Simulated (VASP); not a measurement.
Runs of VASP 6.6.1 on Ni. The structure is that of space group Fm-3m (No. 225), or close to it. The cells are those of the table. 

```csv
spin,cell,gap on the mesh (eV),pressure (GPa),moment (μB)
"collinear, ferromagnetic start","a = 2.438 Å, angles 60.0°, 1 atom",none,-5.2,0.60
"collinear, ferromagnetic start","a = 2.492 Å, angles 60.0°, 1 atom",none,(b),0.63
off,"a = 2.422 Å, angles 60.0°, 1 atom",none,-1.6,-
"collinear, ferromagnetic start","a = 2.405 Å, angles 60.0°, 1 atom",none,(a),0.55
"collinear, ferromagnetic start","a = 2.453 Å, angles 60.0°, 1 atom",none,-9.2,0.61
"collinear, ferromagnetic start","a = 2.406 Å, angles 60.0°, 1 atom",none,4.5,0.55
"collinear, ferromagnetic start","a = 2.422 Å, angles 60.0°, 1 atom",none,(c),0.57
"collinear, ferromagnetic start","a = 2.389 Å, angles 60.0°, 1 atom",none,10.8,0.54
```

Alike in all rows: task single point; level LDA; potentials or basis VASP PAW LDA potentials, release 64 (Ni); k mesh 22 × 22 × 22; cutoff (eV) 520; smearing gaussian 0.05 eV.

Task: Fill in the values left out.

Result: (a) 4.7; (b) -17.8; (c) -0.5.

Caveats: the cell stands under tension (at least some runs); the cell stands under pressure (at least some runs).

A gap of «none» marks levels without a gap at the run's occupations.
